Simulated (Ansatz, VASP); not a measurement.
## One calculation of MgI2, two programs

```xyz
3
Lattice="4.1537 0.0000 0.0000 -2.0769 3.5972 0.0000 0.0000 0.0000 6.9306" Properties=species:S:1:pos:R:3 pbc="T T T"
Mg    0.0000    0.0000    0.0000
I     0.0000    2.3981    5.2508
I     2.0769    1.1991    1.6798
```

Change from the starting cell: zz strain of +1 %, crystal datasets.

Alike in both runs: task electric field gradients; functional PBEsol; k mesh 7 × 7 × 4; occupations fermi-dirac, width 0.03 eV; no spin polarisation.

|  | VASP | Ansatz |
| --- | --- | --- |
| version | VASP 6.6.1 | Ansatz 0.2.0 |
| potentials or method | VASP PAW PBE potentials, release 64 (Mg, I), cutoff 520 eV | all-electron PAW with datasets made for the crystal, scalar-relativistic |

```tsv
	VASP	Ansatz	Ansatz less VASP
gap on the k mesh at the Fermi level (eV)	3.51	3.52	+0.016
pressure (GPa)	-0.5	-0.5	+0.02
traceless stress, the component that is largest in VASP (GPa)	0.08	0.08	-0.005
rms of the force components (eV/Å)	0.053	0.051	-0.0016
size of Vzz on the site where it differs most (V/Å²)	40.0	41.3	+1.29
```

VASP's potentials were made for PBE, not for PBEsol. Atom by atom the forces differ by 0.002 eV/Å (rms over components). Ansatz ran all-electron here, and VASP with PAW potentials.

Spin-orbit coupling is off throughout.
